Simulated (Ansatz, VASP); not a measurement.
This is a calculation of SnTe for VASP 6.6.1.

INCAR

```
SYSTEM = SnTe
ALGO     = Normal         ! electronic algorithm
EDIFF    = 1E-6           ! SCF threshold, eV
ENCUT    = 520            ! plane-wave cutoff, eV
GGA      = PE             ! functional
ISIF     = 2              ! what is computed and relaxed
ISMEAR   = 0              ! smearing method
LASPH    = .True.         ! aspherical terms in the spheres
LCHARG   = .False.        ! write CHGCAR
LREAL    = .False.        ! projectors in reciprocal space
LWAVE    = .False.        ! write WAVECAR
NBANDS   = 17             ! bands
NELM     = 80             ! most SCF steps
PREC     = Accurate       ! precision mode
SIGMA    = 0.02           ! smearing width, eV
```

Contents of KPOINTS:

```
k-points
0
Gamma
  7 7 7
  0 0 0
```

File POSCAR:

```
SnTe
1.0
    0.0000000000      3.6111460000      3.6111460000
    3.6111460000      0.0000000000      3.6111460000
    3.6111460000      3.6111460000      0.0000000000
Te Sn
1 1
Direct
    0.2500000000      0.2500000000      0.2500000000
    0.0000000000      0.0000000000      0.0000000000
```

Potentials or basis: VASP PAW PBE potentials, release 64 (Te, Sn_d).

Run with:

```console
$ cat potpaw_PBE.64/Te/POTCAR potpaw_PBE.64/Sn_d/POTCAR > POTCAR
$ mpirun -np 1 vasp_std > vasp.out
```

Problem. Translate it to Ansatz 0.2.0. Potentials there: all-electron LAPW, scalar-relativistic.

Solution. As run (the cutoff follows the program's own potentials):

Contents of input.yaml:

```yaml
crystal:
  lattice:
    - [0.0, 3.611146, 3.611146]
    - [3.611146, 0.0, 3.611146]
    - [3.611146, 3.611146, 0.0]
  atoms:
    - { symbol: Te, position: [0.25, 0.25, 0.25] }
    - { symbol: Sn, position: [0.0, 0.0, 0.0] }
kpoints:
  mp_grid: { grid: [7, 7, 7] }
scf:
  occupations: { method: gaussian, width: 0.02 }
hamiltonian:
  xc: pbe
  pseudopotentials: { kind: all_electron, lapw: { basis_error: 0.001 } }
output:
  forces: true
  stress: true
  eigenvalues: true
```

Potentials or basis: all-electron LAPW, scalar-relativistic.

Launch:

```bash
$ ansatz run input.yaml --threads 1 --pin off --max-ram 3072MiB --backend cpu --events-out ev --progress --plain --runs-dir out
```

Both were run:

|  | VASP | Ansatz | Ansatz less VASP |
| --- | --- | --- | --- |
| gap on the k mesh at the Fermi level (eV) | 0.33 | 0.33 | +0.002 |
| least direct gap on the mesh (eV) | 0.83 | 0.83 | +0.001 |
| pressure (GPa) | -0.1 | 0.0 | +0.02 |

Ansatz ran all-electron here, and VASP with PAW potentials.

Spin-orbit coupling is off throughout.
